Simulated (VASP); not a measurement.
Write the native input for VASP 6.6.1 that does the following.

* Task: single point
* Functional: r2SCAN
* Potentials or basis: VASP PAW PBE potentials, release 64 (Hf_pv, Mo_sv, C)
* Cutoff: 520 eV
* k mesh: 8 × 8 × 6
* Occupations: fermi-dirac, width 0.05 eV
* Spin: no spin polarisation
* Hubbard terms: Hf d U = 4.0 eV, Mo d U = 4.0 eV
* Dipole correction: no
* Further INCAR settings: ALGO = Normal; EDIFF = 1e-06; NBANDS = 24

HfMoC2:

```
CELL_PARAMETERS angstrom
3.19142 0.00000 0.00000
0.00000 3.19142 0.00000
0.00000 0.00000 4.48516
ATOMIC_POSITIONS crystal
Hf 0.00000 0.00000 0.00000
Mo 0.50000 0.50000 0.50000
C 0.50000 0.50000 0.00000
C 0.00000 0.00000 0.50000
```

One way to write it, as run:

POSCAR

```
HfMoC2
1.0
    3.1914230000      0.0000000000      0.0000000000
    0.0000000000      3.1914230000      0.0000000000
    0.0000000000      0.0000000000      4.4851640000
Hf Mo C
1 1 2
Direct
    0.0000000000      0.0000000000      0.0000000000
    0.5000000000      0.5000000000      0.5000000000
    0.5000000000      0.5000000000      0.0000000000
    0.0000000000      0.0000000000      0.5000000000
```

INCAR.step1

```
ALGO = Normal
EDIFF = 1E-4
ENCUT = 520
GGA = PE
ISMEAR = -1
LASPH = True
LCHARG = False
LDAU = True
LDAUJ = 0 0 0
LDAUL = 2 2 -1
LDAUTYPE = 2
LDAUU = 4 4 0
LMAXMIX = 4
LREAL = False
LWAVE = True
NBANDS = 24
NELM = 150
PREC = Accurate
SIGMA = 0.05
```

INCAR.step2

```
ALGO = Normal
EDIFF = 1E-6
ENCUT = 520
ISIF = 2
ISMEAR = -1
ISTART = 1
LASPH = True
LCHARG = True
LDAU = True
LDAUJ = 0 0 0
LDAUL = 2 2 -1
LDAUPRINT = 1
LDAUTYPE = 2
LDAUU = 4 4 0
LELF = True
LMAXMIX = 4
LMIXTAU = True
LREAL = False
LVHAR = True
LWAVE = False
METAGGA = R2SCAN
NBANDS = 24
NELM = 150
PREC = Accurate
SIGMA = 0.05
```

KPOINTS

```
k-points
0
Gamma
  8 8 6
```

Potentials or basis: VASP PAW PBE potentials, release 64 (Hf_pv, Mo_sv, C).

Run with:

```console
$ cat potpaw_PBE.64/Hf_pv/POTCAR potpaw_PBE.64/Mo_sv/POTCAR potpaw_PBE.64/C/POTCAR > POTCAR
$ cp INCAR.step1 INCAR
$ mpirun -np 1 vasp_std > vasp.out
$ cp INCAR.step2 INCAR
$ mpirun -np 1 vasp_std > vasp.out
```

Results of the run:

```json
{
  "Pressure": "8.5 GPa",
  "Band gap on the k mesh": "zero (bands 16 and 17 overlap by 2.46 eV)"
}
```

Caveat: the cell stands under pressure; the PAW data sets were made with another functional, which shifts forces and pressure a little; spin-orbit coupling is left out, which moves the levels of the heavy elements; U without spin polarisation on a metal has little footing; the U is typed as a test and isn't derived for this compound.

It took 4 min on 1 thread of Intel Xeon 8259CL, on a shared host, peak memory 0.21 GiB.
